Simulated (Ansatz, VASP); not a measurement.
**Sn3GeO4: VASP beside Ansatz**

File INCAR:

```
ALGO = Normal ; EDIFF = 1E-6
ENCUT = 910 ; GGA = PE
GGA_COMPAT = F ; ISIF = 2
ISMEAR = 0 ; LASPH = T
LCHARG = T ; LELF = T
LREAL = F ; LVHAR = T
LWAVE = F ; NBANDS = 50
NELM = 120 ; PREC = Accurate
SIGMA = 0.1
```

KPOINTS

```
k-points
0
Gamma
  4 4 2
```

Contents of POSCAR:

```
Sn3GeO4
1.0
   -2.7162677000      2.7086529000      0.0000000000
   -2.7162677000     -2.7086529000      0.0000000000
   -0.0998158000      0.0000000000      9.8755503000
Sn Ge O
3 1 4
Direct
    0.7432650000      0.7432650000      0.8740750000
    0.7499550000      0.7499550000      0.3582300000
    0.2478190000      0.2478190000      0.6366740000
    0.2913320000      0.2913320000      0.1395410000
    0.7293670000      0.2464150000      0.2405900000
    0.2457320000      0.7461170000      0.7551500000
    0.7461170000      0.2457320000      0.7551500000
    0.2464150000      0.7293670000      0.2405900000
```

Input for Ansatz:

```yaml
crystal:
  lattice:
    - [-2.7162677, 2.7086529, 0.0]
    - [-2.7162677, -2.7086529, 0.0]
    - [-0.0998158, 0.0, 9.8755503]
  atoms:
    - { symbol: Sn, position: [0.743265, 0.743265, 0.874075] }
    - { symbol: Sn, position: [0.749955, 0.749955, 0.35823] }
    - { symbol: Sn, position: [0.247819, 0.247819, 0.636674] }
    - { symbol: Ge, position: [0.291332, 0.291332, 0.139541] }
    - { symbol: O, position: [0.729367, 0.246415, 0.24059] }
    - { symbol: O, position: [0.245732, 0.746117, 0.75515] }
    - { symbol: O, position: [0.746117, 0.245732, 0.75515] }
    - { symbol: O, position: [0.246415, 0.729367, 0.24059] }
basis:
  ecutwfc: 420
kpoints:
  mp_grid: { grid: [4, 4, 2] }
hamiltonian:
  xc: pbe
scf:
  occupations: { method: gaussian, width: 0.1 }
  lower_state_search: "off"
output:
  forces: true
  stress: true
  eigenvalues: true
```

Alike in both runs: task single point; functional PBE; k mesh 4 × 4 × 2; occupations gaussian, width 0.1 eV; no spin polarisation.

|  | VASP | Ansatz |
| --- | --- | --- |
| version | VASP 6.6.1 | Ansatz 0.2.0 |
| potentials or method | VASP PAW PBE potentials, release 64 (Sn_d, Ge_d, O_h), cutoff 910 eV | scalar-relativistic, plane waves, PAW |
| valence electrons in the cell | 80 | 80 |

|  | VASP | Ansatz | Ansatz less VASP |
| --- | --- | --- | --- |
| gap on the k mesh at the Fermi level (eV) | 0.99 | 0.98 | -0.012 |
| least direct gap on the mesh (eV) | 1.68 | 1.71 | +0.032 |
| rms of the force components (eV/Å) | 0.024 | 0.005 | -0.0192 |

Atom by atom the forces differ by 0.027 eV/Å (rms over components).

Noted on VASP's run: the cutoff is short for stress, so the pressure is rough.
